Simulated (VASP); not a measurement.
## RbBr: relaxation of cell and atoms with PBE

The system is RbBr.

```
CELL_PARAMETERS angstrom
4.18505 0.00000 0.00000
0.00000 4.18505 0.00000
0.00000 0.00000 4.18505
ATOMIC_POSITIONS crystal
Rb 0.00000 0.00000 0.00000
Br 0.50000 0.50000 0.50000
```

| Property | Result |
| --- | --- |
| Program | VASP 6.6.1 |
| Task | relaxation of cell and atoms |
| Functional | PBE |
| Potentials or basis | VASP PAW PBE potentials, release 64 (Rb_sv, Br) |
| Cutoff | 600 eV |
| k mesh | 6 × 6 × 6 |
| Occupations | fermi-dirac, width 0.02 eV |
| Spin | no spin polarisation |
| Dipole correction | no |
| Further INCAR settings | ALGO = Normal; EDIFF = 1e-07; IBRION = 2; EDIFFG = -0.005; NSW = 80; ISIF = 3 |

```json
{
 "Relaxed volume": "37.03 Å³/atom",
 "Relaxed cell": "a = 4.200 Å, b = 4.200 Å, c = 4.200 Å, α = 90.00°, β = 90.00°, γ = 90.00°",
 "Space group after relaxing (to 0.05 Å)": "Pm-3m (No. 221)",
 "Energy gained by relaxing": "0.2 meV/atom",
 "Ionic steps": "4",
 "Pressure after relaxing": "0.0 GPa",
 "Band gap on the k mesh": "3.91 eV, indirect (least direct gap 4.06 eV)"
}
```

Step by step:
```
step  energy change (eV)  largest force (eV/Å)  pressure (GPa)  volume (Å³)
   1              0.0000                0.0000            0.15        73.30
   2             -0.0002                0.0000            0.08        73.65
   3             -0.0003                0.0000           -0.05        74.30
   4             -0.0003                0.0000            0.00        74.06
```

Final structure:
```
Rb Br
1.0
     4.19952    0.00000    0.00000
     0.00000    4.19952    0.00000
     0.00000    0.00000    4.19952
Rb Br
1 1
Cartesian
  0.0000 0.0000 0.0000
  2.0998 2.0998 2.0998
```

Levels at points of the mesh, in eV from the valence-band top:
```
           k point  band 5  band 6  band 7  band 8  band 9  band 10  band 11  band 12
(0.00, 0.00, 0.00)   -9.18   -0.15   -0.15   -0.15    3.91     5.63     5.63     9.78
(0.50, 0.00, 0.00)   -9.14   -1.59   -0.20   -0.20    6.86     6.87     7.35     8.70
(0.50, 0.50, 0.00)   -9.11   -0.99   -0.99    0.00    5.28     6.17     7.92     7.92
(0.50, 0.50, 0.50)   -9.37   -1.21   -1.21   -1.21    8.05     8.05     8.05     9.10
```

Run time: 35 s on 1 thread of AMD EPYC 9R45 96-Core Processor (Zen 5), on a shared host, peak memory 0.19 GiB.

A k mesh can miss the band edges. PBE gaps usually lie below the measured ones, often by a third to a half.
